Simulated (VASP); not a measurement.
# SnO (Romarchite) (P4/nmm) in VASP: a series of runs

SnO (Romarchite) is run at these levels: LDA; tasks: single point.

Program: VASP 6.6.1. These are calculated values, not measurements. Logs are shortened: lines on timing, memory, paths and dates and some standing lists are left out, and cuts for length are marked.

### 1 The cell of the first run

The structure is tetragonal, space group P4/nmm (No. 129). The conventional cell has a = 3.734 Å, b = 3.734 Å, c = 4.759 Å, α = 90.00°, β = 90.00°, γ = 90.00°. Sn (site symmetry 4mm) has 4 O at 2.18 Å within 2.9 Å. Within 2.9 Å of O (site symmetry -4m2) lie 4 Sn at 2.18 Å and 4 O at 2.64 Å.

### 2 Single point, LDA

Contents of INCAR:

```
  PREC = Accurate
  ENCUT = 520
  EDIFF = 1E-6
  ISMEAR = 0
  SIGMA = 0.01
  LREAL = False
  LASPH = True
  NELM = 60
  ALGO = Normal
  ISIF = 2
  LWAVE = False
  LCHARG = False
  GGA = CA
  NBANDS = 28
```

Contents of KPOINTS:

```
regular mesh
0
Gamma
  5 5 4
```

Contents of POSCAR:

```
SnO
1.0
    3.7342045089      0.0000000000      0.0000000000
    0.0000000000      3.7342045089      0.0000000000
    0.0000000000      0.0000000000      4.7587366889
Sn O
2 2
Direct
    0.5000000000      0.0000000000      0.2369000000
    0.0000000000      0.5000000000      0.7631000000
    0.0000000000      0.0000000000      0.0000000000
    0.5000000000      0.5000000000      0.0000000000
```

Potentials or basis: VASP PAW LDA potentials, release 64 (Sn_d, O).

The run is started by

```bash
cat potpaw_LDA.64/Sn_d/POTCAR potpaw_LDA.64/O/POTCAR > POTCAR
mpirun -np 1 vasp_std > vasp.out
```

OUTCAR:

```text
PREC = Accurate
   ENCUT = 520
   EDIFF = 1E-6
   ISMEAR = 0
   LREAL = False
   LASPH = True
   NELM = 60
   ISIF = 2
   GGA = CA

 ion  position               nearest neighbor table
   1  0.500  0.000  0.237-   3 2.18   4 2.18   4 2.18   3 2.18   2 3.47   2 3.47   2 3.47   2 3.47
                             2 3.64   2 3.64   2 3.64   2 3.64
   2  0.000  0.500  0.763-   3 2.18   4 2.18   3 2.18   4 2.18   1 3.47   1 3.47   1 3.47   1 3.47
                             1 3.64   1 3.64   1 3.64   1 3.64
   3  0.000  0.000  0.000-   1 2.18   2 2.18   2 2.18   1 2.18
   4  0.500  0.500  0.000-   1 2.18   2 2.18   1 2.18   2 2.18

  LATTYP: Found a simple tetragonal cell.
 ALAT       =     3.7342045089
 C/A-ratio  =     1.2743642394

  Lattice vectors:

 A1 = (   3.7342045089,   0.0000000000,   0.0000000000)
 A2 = (   0.0000000000,   3.7342045089,   0.0000000000)
 A3 = (   0.0000000000,   0.0000000000,   4.7587366889)

Analysis of symmetry for initial positions (statically):
=====================================================================
 Subroutine PRICEL returns:
 Original cell was already a primitive cell.

 Routine SETGRP: Setting up the symmetry group for a
 simple tetragonal supercell.

 Subroutine GETGRP returns: Found 16 space group operations
 (whereof  8 operations were pure point group operations)
 out of a pool of 16 trial point group operations.

The static configuration has the point symmetry D_2d.
 The point group associated with its full space group is D_4h.

Analysis of symmetry for dynamics (positions and initial velocities):
=====================================================================
 Subroutine PRICEL returns:
 Original cell was already a primitive cell.

 Routine SETGRP: Setting up the symmetry group for a
 simple tetragonal supercell.

 Subroutine GETGRP returns: Found 16 space group operations
 (whereof  8 operations were pure point group operations)
 out of a pool of 16 trial point group operations.

The dynamic configuration has the point symmetry D_2d.
 The point group associated with its full space group is D_4h.

 Subroutine INISYM returns: Found 16 space group operations
 (whereof  8 operations are pure point group operations),
 and found     1 'primitive' translations

----------------------------------------------------------------------------------------

                                     Primitive cell

  volume of cell :      66.3572

  direct lattice vectors                    reciprocal lattice vectors
     3.734204509  0.000000000  0.000000000     0.267794653  0.000000000  0.000000000
     0.000000000  3.734204509  0.000000000     0.000000000  0.267794653  0.000000000
     0.000000000  0.000000000  4.758736689     0.000000000  0.000000000  0.210139805

  length of vectors
     3.734204509  3.734204509  4.758736689     0.267794653  0.267794653  0.210139805

  position of ions in fractional coordinates (direct lattice)
     0.500000000  0.000000000  0.236900000
     0.000000000  0.500000000  0.763100000
     0.000000000  0.000000000  0.000000000
     0.500000000  0.500000000  0.000000000

  ion indices of the primitive-cell ions
   primitive index   ion index
                 1           1
                 2           2
                 3           3
                 4           4

----------------------------------------------------------------------------------------

 KPOINTS: regular mesh

Automatic generation of k-mesh.
 Grid dimensions read from file:
 generate k-points for:    5    5    4

 Generating k-lattice:

  Cartesian coordinates                     Fractional coordinates (reciprocal lattice)
     0.053558931  0.000000000  0.000000000     0.200000000  0.000000000  0.000000000
     0.000000000  0.053558931  0.000000000     0.000000000  0.200000000  0.000000000
     0.000000000  0.000000000  0.052534951     0.000000000  0.000000000  0.250000000

  Length of vectors
     0.053558931  0.053558931  0.052534951

  Shift w.r.t. Gamma in fractional coordinates (k-lattice)
     0.000000000  0.000000000  0.000000000

 Subroutine IBZKPT returns following result:
 ===========================================

 Found     18 irreducible k-points:

 Following reciprocal coordinates:
            Coordinates               Weight
  0.000000  0.000000  0.000000      1.000000
  0.200000  0.000000  0.000000      4.000000
  0.400000  0.000000  0.000000      4.000000
  0.200000  0.200000  0.000000      4.000000
  0.400000  0.200000  0.000000      8.000000
  0.400000  0.400000  0.000000      4.000000
[... 10 lines left out ...]
  0.400000  0.200000  0.500000      8.000000
  0.400000  0.400000  0.500000      4.000000
   k-points           NKPTS =     18   k-points in BZ     NKDIM =     18   number of bands    NBANDS=     28
   number of dos      NEDOS =    301   number of ions     NIONS =      4
   total plane-waves  NPLWV =  28224
   dimension x,y,z NGX =    28 NGY =   28 NGZ =   36
   dimension x,y,z NGXF=    56 NGYF=   56 NGZF=   72
   ions per type =               2   2
   NGX,Y,Z   is equivalent  to a cutoff of  12.47, 12.47, 12.58 a.u.
   NGXF,Y,Z  is equivalent  to a cutoff of  24.93, 24.93, 25.15 a.u.
 SYSTEM =  unknown system
   PREC   = accura    normal or accurate (medium, high low for compatibility)
   ISTART =      0    job   : 0-new  1-cont  2-samecut
   ICHARG =      2    charge: 1-file 2-atom 10-const
   ISPIN  =      1    spin polarized calculation?
   LNONCOLLINEAR =      F non collinear calculations
   LSORBIT =      F    spin-orbit coupling
   LASPH  =      T    aspherical Exc in radial PAW
   ENCUT  =  520.0 eV  38.22 Ry    6.18 a.u.   6.94  6.94  8.85*2*pi/ulx,y,z
   NELM   =     60;   NELMIN=  2; NELMDL= -5     # of ELM steps
   EDIFF  = 0.1E-05   stopping-criterion for ELM
   LREAL  =      F    real-space projection
   EDIFFG = 0.1E-04   stopping-criterion for IOM
   NSW    =      0    number of steps for IOM
   IBRION =     -1    ionic relax: 0-MD 1-quasi-New 2-CG
   NFREE  =      0    steps in history (QN), initial steepest desc. (CG)
   ISIF   =      2    stress and relaxation
   ISYM   =      2    0-nonsym 1-usesym 2-fastsym
   POTIM  = 0.5000    time-step for ionic-motion
   TEBEG  =    0.0;   TEEND  =   0.0 temperature during run
   PSTRESS=    0.0 pullay stress
   NELECT =      40.0000    total number of electrons
   NUPDOWN=      -1.0000    fix difference up-down
   EMIN   =  10.00;   EMAX   =-10.00  energy-range for DOS
   EFERMI =   0.00;   METHOD = LEGACY
   ISMEAR =     0;   SIGMA  =   0.01  broadening in eV -4-tet -1-fermi 0-gaus
   EFERMI_NEDOS =   21; number of points for ismear=-14 and -15
   IALGO  =     38    algorithm
   IMIX   =      4    mixing-type and parameters
     AMIX     =   0.40;   BMIX     =  1.00
     AMIX_MAG =   1.60;   BMIX_MAG =  1.00
  volume/ion in A,a.u.               =      16.59       111.95
  Fermi-wavevector in a.u.,A,eV,Ry     =   1.382926  2.613351 26.020920  1.912484
  Thomas-Fermi vector in A             =   2.507572
   LORBIT       =      0    0 simple, 1 ext, 2 COOP (PROOUT), +10 PAW based schemes
   GGA     = CA    functional components
   LHFCALC =     F    Hartree Fock is set to
   AEXX    =    0.0000 exact exchange contribution
   IVDW    =     0    specifies the selected vdW correction
   LEPSILON=     F    determine dielectric tensor
   LRPA    =     F    only Hartree local field effects (RPA)
 non-spin polarized calculation
 Gauss-broadening in eV      SIGMA  =   0.01
  energy-cutoff  :      520.00
  volume of cell :       66.36
 maximum number of plane-waves:      1810
 NGX is ok and might be reduce to    28
   NGX = 13   NGY = 13   NGZ = 17

 number of electron      40.0000017 magnetization

 Free energy of the ion-electron system (eV)
  ---------------------------------------------------
  ext. energy  EPLUGINS =         0.00000000
  ---------------------------------------------------
  free energy    TOTEN  =       -25.68979666 eV

  energy without entropy =      -25.68979666  energy(sigma->0) =      -25.68979666

 E-fermi :   7.7867     XC(G=0): -10.9333

 val. band max:        7.6709318231   @ k =   0.0000   0.0000   0.0000
 cond. band min:       8.0479169118   @ k =   0.4000   0.4000   0.0000
 fundamental gap:      0.3769850888
 Fermi energy:         7.7867451232

 k-point     1 :       0.0000    0.0000    0.0000
  band No.  band energies     occupation
      1     -14.5145      2.00000
      2     -13.9628      2.00000
      3     -13.9628      2.00000
      4     -13.9533      2.00000
      5     -13.8907      2.00000
      6     -13.8835      2.00000
[... 20 lines left out ...]
     27      14.4709      0.00000
     28      14.7838      0.00000

 k-point     2 :       0.2000    0.0000    0.0000
  band No.  band energies     occupation
      1     -14.4934      2.00000
      2     -14.0583      2.00000
      3     -13.9514      2.00000
      4     -13.9507      2.00000
      5     -13.9216      2.00000
      6     -13.8897      2.00000
[... 20 lines left out ...]
     27      14.8342      0.00000
     28      17.3823      0.00000

 k-point     3 :       0.4000    0.0000    0.0000
  band No.  band energies     occupation
      1     -14.4322      2.00000
      2     -14.2983      2.00000
      3     -13.9240      2.00000
      4     -13.9229      2.00000
      5     -13.9040      2.00000
      6     -13.9030      2.00000
[... 20 lines left out ...]
     27      15.5818      0.00000
     28      17.1905      0.00000

 k-point     4 :       0.2000    0.2000    0.0000
  band No.  band energies     occupation
      1     -14.4818      2.00000
      2     -14.1707      2.00000
      3     -13.9601      2.00000
      4     -13.9254      2.00000
      5     -13.9166      2.00000
      6     -13.8884      2.00000
[... 392 lines left out ...]
     27      17.5168      0.00000
     28      17.7981      0.00000

 k-point    17 :       0.4000    0.2000    0.5000
  band No.  band energies     occupation
      1     -14.4421      2.00000
      2     -14.3534      2.00000
      3     -13.9370      2.00000
      4     -13.9261      2.00000
      5     -13.8979      2.00000
      6     -13.8887      2.00000
[... 20 lines left out ...]
     27      17.6729      0.00000
     28      17.9040      0.00000

 k-point    18 :       0.4000    0.4000    0.5000
  band No.  band energies     occupation
      1     -14.4436      2.00000
      2     -14.4133      2.00000
      3     -13.9122      2.00000
      4     -13.8954      2.00000
      5     -13.8824      2.00000
      6     -13.8790      2.00000
[... 20 lines left out ...]
     27      17.7239      0.00000
     28      17.8000      0.00000

------------------------ aborting loop because EDIFF is reached ----------------------------------------

  FORCE on cell =-STRESS in cart. coord.  units (eV):
  Direction    XX          YY          ZZ          XY          YZ          ZX
  --------------------------------------------------------------------------------------
  -------------------------------------------------------------------------------------
  Total        1.6541201      1.6541201      1.1791105      0.0000000      0.0000000      0.0000000
  in kB       39.9383170     39.9383170     28.4693268      0.0000000      0.0000000      0.0000000
  external PRESSURE =      36.1153203 kB  Pullay stress =       0.0000000 kB

 VOLUME and BASIS-vectors are now :
 -----------------------------------------------------------------------------
  energy-cutoff  :      520.00
  volume of cell :       66.36
      direct lattice vectors                 reciprocal lattice vectors
     3.734204509  0.000000000  0.000000000     0.267794653  0.000000000  0.000000000
     0.000000000  3.734204509  0.000000000     0.000000000  0.267794653  0.000000000
     0.000000000  0.000000000  4.758736689     0.000000000  0.000000000  0.210139805

 POSITION                                       TOTAL-FORCE (eV/Angst)
 -----------------------------------------------------------------------------------
      1.86710      0.00000      1.12734        -0.000000     -0.000000      0.755555
      0.00000      1.86710      3.63139         0.000000     -0.000000     -0.755555
      0.00000      0.00000      0.00000         0.000000     -0.000000      0.000000
      1.86710      1.86710      0.00000         0.000000      0.000000      0.000000
 -----------------------------------------------------------------------------------
    total drift:                                0.000000      0.000000      0.000000

  FREE ENERGIE OF THE ION-ELECTRON SYSTEM (eV)
  ---------------------------------------------------
  free  energy   TOTEN  =       -25.6897966579 eV

  energy  without entropy=      -25.6897966579  energy(sigma->0) =      -25.68979666
```

It took 19 s on 1 thread of Intel Xeon Platinum 8488C (Sapphire Rapids), shared host; peak memory 0.16 GiB.

Results:

* Free energy: -25.6898 eV
* Pressure: 3.6 GPa
* Largest force: 0.756 eV/Å
* Band gap on the k mesh: 0.38 eV, indirect (least direct gap 2.07 eV)

Forces in eV/Å, atoms in the order of the input:
```
Sn   0.000  0.000  0.756
Sn   0.000  0.000 -0.756
O    0.000  0.000  0.000
O    0.000  0.000  0.000
```

Caveat: spin-orbit coupling is left out, which moves the levels of the heavy elements.

### 3 Single point, LDA

This run uses another cell than the first one, of 17.11 Å³/atom, 1.032 times its volume.

Changes to INCAR since step 2:

```diff
@@ -7,3 +7,3 @@
   LASPH = True
-  NELM = 60
+  NELM = 100
   ALGO = Normal
@@ -12,3 +12,2 @@
   LCHARG = False
-  GGA = CA
   NBANDS = 28
```

KPOINTS is that of step 2.

Contents of POSCAR:

```
SnO
1.0
    3.7731052721      0.0000000000      0.0000000000
    0.0000000000      3.7731052721      0.0000000000
    0.0000000000      0.0000000000      4.8083104305
Sn O
2 2
Direct
    0.5000000000      0.0000000000      0.2369000000
    0.0000000000      0.5000000000      0.7631000000
    0.0000000000      0.0000000000      0.0000000000
    0.5000000000      0.5000000000      0.0000000000
```

Potentials or basis: VASP PAW LDA potentials, release 64 (Sn_d, O).

The run is started by

```bash
cat potpaw_LDA.64/Sn_d/POTCAR potpaw_LDA.64/O/POTCAR > POTCAR
mpirun -np 1 vasp_std > vasp.out
```

Run time: 17 s. Hardware: 1 thread of Intel Xeon Platinum 8488C (Sapphire Rapids), shared host; peak memory 0.16 GiB.

It converged, with:

```
Free energy            : -25.7157 eV
Pressure               : 0.1 GPa
Largest force          : 0.281 eV/Å
Band gap on the k mesh : 0.48 eV, indirect (least direct gap 2.11 eV)
```

Forces in eV/Å, atoms in the order of the input:
```
Sn   0.000  0.000  0.281
Sn   0.000  0.000 -0.281
O    0.000  0.000  0.000
O    0.000  0.000  0.000
```

Stress tensor (GPa, compression positive):
```
 0.20  0.00  0.00
 0.00  0.20  0.00
 0.00  0.00 -0.03
```

Levels at points of the mesh, in eV from the valence-band top:
| k point | band 18 | band 19 | band 20 | band 21 | band 22 | band 23 |
| --- | --- | --- | --- | --- | --- | --- |
| (0.00, 0.00, 0.00) | -3.33 | -3.33 | 0.00 | 2.11 | 4.18 | 4.75 |
| (0.00, 0.00, 0.50) | -3.35 | -3.05 | -2.29 | 1.50 | 2.92 | 2.92 |

Caveat: spin-orbit coupling is left out, which moves the levels of the heavy elements. A hybrid or GW would open this gap; LDA tends to underestimate it.

### 4 Single point, LDA

This run uses another cell than the first one, of 17.64 Å³/atom, 1.063 times its volume.

Contents of INCAR:

```
  PREC = Accurate
  ENCUT = 520
  EDIFF = 1E-7
  ISMEAR = 0
  SIGMA = 0.01
  LREAL = F
  LASPH = T
  NELM = 100
  ALGO = Normal
  ISIF = 2
  LWAVE = F
  LCHARG = F
  GGA = CA
  NBANDS = 28
```

Contents of KPOINTS:

```
Automatic mesh
0
Gamma
  5 5 4
```

Contents of POSCAR:

```
SnO
1.0
    3.8112200263      0.0000000000      0.0000000000
    0.0000000000      3.8112200263      0.0000000000
    0.0000000000      0.0000000000      4.8568825102
Sn O
2 2
Direct
    0.5000000000      0.0000000000      0.2369000000
    0.0000000000      0.5000000000      0.7631000000
    0.0000000000      0.0000000000      0.0000000000
    0.5000000000      0.5000000000      0.0000000000
```

The run is started by

```bash
cat potpaw_LDA.64/Sn_d/POTCAR potpaw_LDA.64/O/POTCAR > POTCAR
mpirun -np 1 vasp_std > vasp.out
```

It took 20 s on 1 thread of Intel Xeon Platinum 8488C (Sapphire Rapids), shared host; peak memory 0.16 GiB.

Results (log left out):

```yaml
Free_energy: -25.6996 eV
Pressure: -2.8 GPa
Largest_force: 0.144 eV/Å
Band_gap_on_the_k_mesh: 0.58 eV, indirect (least direct gap 2.06 eV)
```

Forces on the atoms (eV/Å):
```
Sn   0.000  0.000 -0.144
Sn   0.000  0.000  0.144
O    0.000  0.000  0.000
O    0.000  0.000  0.000
```

Stress tensor (GPa, compression positive):
```
-2.98  0.00  0.00
 0.00 -2.98  0.00
 0.00  0.00 -2.46
```

Levels at points of the mesh, in eV from the valence-band top:
```tsv
k point	band 18	band 19	band 20	band 21	band 22	band 23
(0.00, 0.00, 0.00)	-3.11	-3.11	0.00	2.06	4.22	4.74
(0.00, 0.00, 0.50)	-3.13	-3.12	-2.12	1.55	2.97	2.97
```

Caveat: spin-orbit coupling is left out, which moves the levels of the heavy elements.

(Continued in part 2 of 2.)
